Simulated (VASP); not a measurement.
Runs of VASP 6.6.1 on Sn2TeSe. The structure is that of space group R-3m (No. 166), or close to it. The cells are those of the table. 

```tsv
task	level	cell	k mesh	cutoff (eV)	gap on the mesh (eV)	pressure (GPa)
single point	PBE	a = 7.613 Å, angles 33.7°, 4 atoms	6 × 6 × 6	520	0.15	0.0
single point	PBE	a = 7.560 Å, angles 33.7°, 4 atoms	8 × 8 × 8	520	0.22	0.9
single point	r2SCAN	a = 7.560 Å, angles 33.7°, 4 atoms	8 × 8 × 8	520	0.08	(a)
single point	r2SCAN	a = 7.560 Å, angles 33.7°, 4 atoms	6 × 6 × 6	520	0.08	0.0
relaxation of cell and atoms	PBE	relaxed from a = 6.938 Å, angles 33.6°, 4 atoms	6 × 6 × 6	600	0.15	0.0
```

Alike in all rows: potentials or basis VASP PAW PBE potentials, release 64 (Se, Te, Sn_d); no spin polarisation; smearing fermi-dirac 0.02 eV.

Problem. Estimate the missing entries.

Solution. (a) 0.1.

Caveats: spin-orbit coupling is left out, which moves the levels of the heavy elements; the PAW data sets were made with another functional, which shifts forces and pressure a little (some runs).

A k mesh can miss the band edges, and the runs leave out spin-orbit coupling on Se, Sn, Te.
